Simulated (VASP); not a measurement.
# PtSe2 (P-3m1) in VASP: single point with PBE

Aim: the single point of PtSe2 with PBE.

All numbers are computed with VASP 6.6.1; they aren't measurements. Logs are shortened: lines on timing, memory, paths and dates and some standing lists are left out, and cuts for length are marked.

## (1) The cell of the first run

It takes space group P-3m1 (No. 164, trigonal). Conventional cell: a = 3.724 Å, b = 3.724 Å, c = 5.062 Å, α = 90.00°, β = 90.00°, γ = 120.00°. Within 3.3 Å of Pt (site symmetry -3m) lie 6 Se at 2.49 Å. Within 3.4 Å of Se (site symmetry 3m) lie 3 Pt at 2.49 Å and 6 Se at 3.32 Å.

## (2) Single point, PBE

INCAR reads:

```
SYSTEM = PtSe2
PREC     = Accurate       ! precision mode
ENCUT    = 520            ! plane-wave cutoff, eV
EDIFF    = 1E-6           ! SCF threshold, eV
ISMEAR   = 0              ! smearing method
SIGMA    = 0.15           ! smearing width, eV
LREAL    = .False.        ! projectors in reciprocal space
LASPH    = .True.         ! aspherical terms in the spheres
NELM     = 80             ! most SCF steps
ALGO     = Normal         ! electronic algorithm
ISIF     = 2              ! what is computed and relaxed
LWAVE    = .False.        ! write WAVECAR
LCHARG   = .True.         ! write CHGCAR
GGA      = PE             ! functional
LELF     = .True.         ! ELF
LVHAR    = .True.       
NBANDS   = 18             ! bands
```

KPOINTS reads:

```
Automatic mesh
0
Gamma
  12 12 10
  0 0 0
```

POSCAR reads:

```
PtSe2
1.0
    3.7240006046      0.0000000000      0.0000000000
   -1.8620003023      3.2250791273      0.0000000000
    0.0000000000      0.0000000000      5.0620000000
Pt Se
1 2
Direct
    0.0000000000      0.0000000000      0.0000000000
    0.3333333333      0.6666666667      0.2500000000
    0.6666666667      0.3333333333      0.7500000000
```

Potentials or basis: VASP PAW PBE potentials, release 64 (Pt, Se).

Command:

```sh
> cat potpaw_PBE.64/Pt/POTCAR potpaw_PBE.64/Se/POTCAR > POTCAR
> mpirun -np 1 vasp_std > vasp.out
```

OUTCAR:

```text
SYSTEM = PtSe2
   PREC = Accurate
   ENCUT = 520
   EDIFF = 1E-6
   ISMEAR = 0
   LREAL = .False.
   LASPH = .True.
   NELM = 80
   ISIF = 2
   GGA = PE

 ion  position               nearest neighbor table
   1  0.000  0.000  0.000-   2 2.49   3 2.49   3 2.49   2 2.49   3 2.49   2 2.49
   2  0.333  0.667  0.250-   1 2.49   1 2.49   1 2.49
   3  0.667  0.333  0.750-   1 2.49   1 2.49   1 2.49

  LATTYP: Found a hexagonal cell.
 ALAT       =     3.7240006046
 C/A-ratio  =     1.3592908642

  Lattice vectors:

 A1 = (   3.7240006046,   0.0000000000,   0.0000000000)
 A2 = (  -1.8620003023,   3.2250791273,   0.0000000000)
 A3 = (   0.0000000000,   0.0000000000,   5.0620000000)

Analysis of symmetry for initial positions (statically):
=====================================================================
 Subroutine PRICEL returns:
 Original cell was already a primitive cell.

 Routine SETGRP: Setting up the symmetry group for a
 hexagonal supercell.

 Subroutine GETGRP returns: Found 12 space group operations
 (whereof 12 operations were pure point group operations)
 out of a pool of 24 trial point group operations.

The static configuration has the point symmetry D_3d.

Analysis of symmetry for dynamics (positions and initial velocities):
=====================================================================
 Subroutine PRICEL returns:
 Original cell was already a primitive cell.

 Routine SETGRP: Setting up the symmetry group for a
 hexagonal supercell.

 Subroutine GETGRP returns: Found 12 space group operations
 (whereof 12 operations were pure point group operations)
 out of a pool of 24 trial point group operations.

The dynamic configuration has the point symmetry D_3d.

 Subroutine INISYM returns: Found 12 space group operations
 (whereof 12 operations are pure point group operations),
 and found     1 'primitive' translations

----------------------------------------------------------------------------------------

                                     Primitive cell

  volume of cell :      60.7956

  direct lattice vectors                    reciprocal lattice vectors
     3.724000605  0.000000000  0.000000000     0.268528420  0.155034956  0.000000000
    -1.862000302  3.225079127  0.000000000     0.000000000  0.310069912  0.000000000
     0.000000000  0.000000000  5.062000000     0.000000000  0.000000000  0.197550375

  length of vectors
     3.724000605  3.724000605  5.062000000     0.310069912  0.310069912  0.197550375

  position of ions in fractional coordinates (direct lattice)
     0.000000000  0.000000000  0.000000000
[... 82 lines left out ...]
   EDIFFG = 0.1E-04   stopping-criterion for IOM
   NSW    =      0    number of steps for IOM
   IBRION =     -1    ionic relax: 0-MD 1-quasi-New 2-CG
   NFREE  =      0    steps in history (QN), initial steepest desc. (CG)
   ISIF   =      2    stress and relaxation
   ISYM   =      2    0-nonsym 1-usesym 2-fastsym
   POTIM  = 0.5000    time-step for ionic-motion
   TEBEG  =    0.0;   TEEND  =   0.0 temperature during run
   PSTRESS=    0.0 pullay stress
   NELECT =      22.0000    total number of electrons
   NUPDOWN=      -1.0000    fix difference up-down
   EMIN   =  10.00;   EMAX   =-10.00  energy-range for DOS
   EFERMI =   0.00;   METHOD = LEGACY
   ISMEAR =     0;   SIGMA  =   0.15  broadening in eV -4-tet -1-fermi 0-gaus
   EFERMI_NEDOS =   21; number of points for ismear=-14 and -15
   IALGO  =     38    algorithm
   IMIX   =      4    mixing-type and parameters
     AMIX     =   0.40;   BMIX     =  1.00
     AMIX_MAG =   1.60;   BMIX_MAG =  1.00
  volume/ion in A,a.u.               =      20.27       136.76
  Fermi-wavevector in a.u.,A,eV,Ry     =   1.166608  2.204570 18.517180  1.360974
  Thomas-Fermi vector in A             =   2.303119
   LORBIT       =      0    0 simple, 1 ext, 2 COOP (PROOUT), +10 PAW based schemes
   GGA     = PE    functional components
   LHFCALC =     F    Hartree Fock is set to
   AEXX    =    0.0000 exact exchange contribution
   IVDW    =     0    specifies the selected vdW correction
   LEPSILON=     F    determine dielectric tensor
   LRPA    =     F    only Hartree local field effects (RPA)
 non-spin polarized calculation
 Gauss-broadening in eV      SIGMA  =   0.15
  energy-cutoff  :      520.00
  volume of cell :       60.80
 maximum number of plane-waves:      1654
   NGX = 13   NGY = 13   NGZ = 19

 number of electron      21.9999999 magnetization

 Free energy of the ion-electron system (eV)
  ---------------------------------------------------
  ext. energy  EPLUGINS =         0.00000000
  ---------------------------------------------------
  free energy    TOTEN  =       -14.18923956 eV

  energy without entropy =      -14.18243398  energy(sigma->0) =      -14.18583677

 E-fermi :   6.5489     XC(G=0): -10.6331

 val. band max:        6.5218475743   @ k =   0.0833   0.0000   0.1000
 cond. band min:       6.5586835297   @ k =   0.3333   0.3333   0.0000
 fundamental gap:      0.0368359554
 Fermi energy:         6.5488550187

 k-point     1 :       0.0000    0.0000    0.0000
  band No.  band energies     occupation
      1      -9.1801      2.00000
      2      -6.3564      2.00000
      3      -0.6646      2.00000
      4       0.0431      2.00000
      5       0.0431      2.00000
      6       2.5043      2.00000
[... 481 lines left out ...]
      5       0.4143      2.00000
      6       1.9386      2.00000
[... 10 lines left out ...]
     17      15.0769      0.00000
     18      15.2512      0.00000

 [... further k-points ...]

------------------------ aborting loop because EDIFF is reached ----------------------------------------

  FORCE on cell =-STRESS in cart. coord.  units (eV):
  Direction    XX          YY          ZZ          XY          YZ          ZX
  --------------------------------------------------------------------------------------
  -------------------------------------------------------------------------------------
  Total        3.0258151      3.0258151      2.2676040      0.0000000      0.0000000      0.0000000
  in kB       79.7408230     79.7408230     59.7593054      0.0000000      0.0000000      0.0000000
  external PRESSURE =      73.0803171 kB  Pullay stress =       0.0000000 kB

 VOLUME and BASIS-vectors are now :
 -----------------------------------------------------------------------------
  energy-cutoff  :      520.00
  volume of cell :       60.80
      direct lattice vectors                 reciprocal lattice vectors
     3.724000605  0.000000000  0.000000000     0.268528420  0.155034956  0.000000000
    -1.862000302  3.225079127  0.000000000     0.000000000  0.310069912  0.000000000
     0.000000000  0.000000000  5.062000000     0.000000000  0.000000000  0.197550375

 POSITION                                       TOTAL-FORCE (eV/Angst)
 -----------------------------------------------------------------------------------
      0.00000      0.00000      0.00000         0.000000      0.000000      0.000000
     -0.00000      2.15005      1.26550        -0.000000      0.000000      0.574972
      1.86200      1.07503      3.79650         0.000000     -0.000000     -0.574972
 -----------------------------------------------------------------------------------
    total drift:                               -0.000000     -0.000000     -0.000000

  FREE ENERGIE OF THE ION-ELECTRON SYSTEM (eV)
  ---------------------------------------------------
  free  energy   TOTEN  =       -14.1892395559 eV

  energy  without entropy=      -14.1824339801  energy(sigma->0) =      -14.18583677
```

It took 2 min on 1 thread of Intel Xeon Platinum 8488C (Sapphire Rapids), shared host; peak memory 0.31 GiB.

What came out:

```
Free energy            : -14.1892 eV
Pressure               : 7.3 GPa
Largest force          : 0.575 eV/Å
Band gap on the k mesh : zero (bands 11 and 12 overlap by 0.38 eV)
```

Forces in eV/Å, atoms in the order of the input:
```
Pt   0.000  0.000  0.000
Se   0.000  0.000  0.575
Se   0.000  0.000 -0.575
```

Caveat: the cell stands under pressure; spin-orbit coupling is left out, which moves the levels of the heavy elements.
